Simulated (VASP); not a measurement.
A run of VASP 6.6.1:

Contents of POSCAR:

```
P
1.0
    4.4753493776      0.0000000000      0.0000000000
   -2.2376746888      3.8757662518      0.0000000000
    0.0000000000      0.0000000000      2.4991552475
P
3
Direct
    0.0000000000      1.0000000000      0.0000000000
    0.3333333333      0.6666666667      0.5000000000
    0.6666666667      0.3333333333      0.5000000000
```

INCAR.step1

```
PREC     = Accurate       # precision mode
ENCUT    = 550            # plane-wave cutoff, eV
ISMEAR   = -1             # smearing method
SIGMA    = 0.1            # smearing width, eV
LREAL    = False          # projectors in reciprocal space
LASPH    = True           # aspherical terms in the spheres
NELM     = 120            # most SCF steps
NBANDS   = 14             # bands
GGA      = PE             # functional
ALGO     = Normal         # electronic algorithm
EDIFF    = 1E-5           # SCF threshold, eV
LWAVE    = True           # write WAVECAR
LCHARG   = False          # write CHGCAR
GGA_COMPAT= False
```

Contents of INCAR.step2:

```
PREC     = Accurate       # precision mode
ENCUT    = 550            # plane-wave cutoff, eV
EDIFF    = 1E-6           # SCF threshold, eV
ISMEAR   = -1             # smearing method
SIGMA    = 0.1            # smearing width, eV
LREAL    = False          # projectors in reciprocal space
LASPH    = True           # aspherical terms in the spheres
NELM     = 120            # most SCF steps
ALGO     = Normal         # electronic algorithm
ISIF     = 2              # what is computed and relaxed
LWAVE    = False          # write WAVECAR
LCHARG   = False          # write CHGCAR
METAGGA  = R2SCAN         # meta-GGA
LMIXTAU  = True         
NBANDS   = 14             # bands
ISTART   = 1            
GGA_COMPAT= False
```

KPOINTS

```
Automatic mesh
0
Gamma
  11 11 17
```

Potentials or basis: VASP PAW PBE potentials, release 64 (P).

Run with:

```bash
$ cat potpaw_PBE.64/P/POTCAR > POTCAR
$ cp INCAR.step1 INCAR
$ mpirun -np 1 vasp_std > vasp.out
$ cp INCAR.step2 INCAR
$ mpirun -np 1 vasp_std > vasp.out
```

Hardware: 1 thread of AMD EPYC 9R14 (Zen 4), with other jobs on the host.

How long does it take, and how much memory?

It took 3.4 min on 1 thread of AMD EPYC 9R14 (Zen 4), with other jobs on the host, peak memory 0.18 GiB. Counts: k points 144.
